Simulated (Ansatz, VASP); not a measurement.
One calculation of AgCl, two programs

Contents of INCAR:

```
SYSTEM = AgCl
PREC = Accurate
ENCUT = 520
EDIFF = 1E-7
ISMEAR = 0
SIGMA = 0.05
LREAL = .False.
LASPH = .True.
NELM = 80
ALGO = Normal
ISIF = 2
LWAVE = .False.
LCHARG = .True.
GGA = PS
LELF = .True.
LVHAR = .True.
NBANDS = 16
```

Contents of KPOINTS:

```
regular mesh
0
Gamma
  12 12 12
  0 0 0
```

File POSCAR:

```
AgCl
1.0
    3.2409003445      0.0582426361      0.0582426361
    0.0582426361      3.2409003445      0.0582426361
    0.0582426361      0.0582426361      3.2409003445
Ag Cl
1 1
Direct
    0.0000000000      0.0000000000      0.0000000000
    0.5000000000      0.5000000000      0.5000000000
```

Input for Ansatz:

```yaml
crystal:
  lattice:
    - [3.2409003445, 0.0582426361, 0.0582426361]
    - [0.0582426361, 3.2409003445, 0.0582426361]
    - [0.0582426361, 0.0582426361, 3.2409003445]
  atoms:
    - { symbol: Ag, position: [0.0, 0.0, 0.0] }
    - { symbol: Cl, position: [0.5, 0.5, 0.5] }
basis:
  ecutwfc: 420
kpoints:
  mp_grid: { grid: [12, 12, 12] }
hamiltonian:
  xc: pbesol
scf:
  occupations: { method: gaussian, width: 0.05 }
output:
  forces: true
  stress: true
  eigenvalues: true
```

Alike in both runs: task single point; functional PBEsol; k mesh 12 × 12 × 12; occupations gaussian, width 0.05 eV; no spin polarisation.

|  | VASP | Ansatz |
| --- | --- | --- |
| version | VASP 6.6.1 | Ansatz 0.2.0 |
| potentials or method | VASP PAW PBE potentials, release 64 (Ag, Cl), cutoff 520 eV | scalar-relativistic, plane waves, PAW |
| valence electrons in the cell | 18 | 26 |

```csv
,VASP,Ansatz,Ansatz less VASP
gap on the k mesh at the Fermi level (eV),0.41,0.41,-0.001
least direct gap on the mesh (eV),2.51,2.51,-0.003
pressure (GPa),6.7,6.9,+0.15
"traceless stress, the component that is largest in VASP (GPa)",0.29,0.29,-0.005
```

VASP's potentials were made for PBE, not for PBEsol. With one functional, cell and mesh, what is left measures potentials, basis and numerics. VASP's potentials hold 18 valence electrons a cell and Ansatz's 26, so a difference there can come from the potentials and not from the codes.
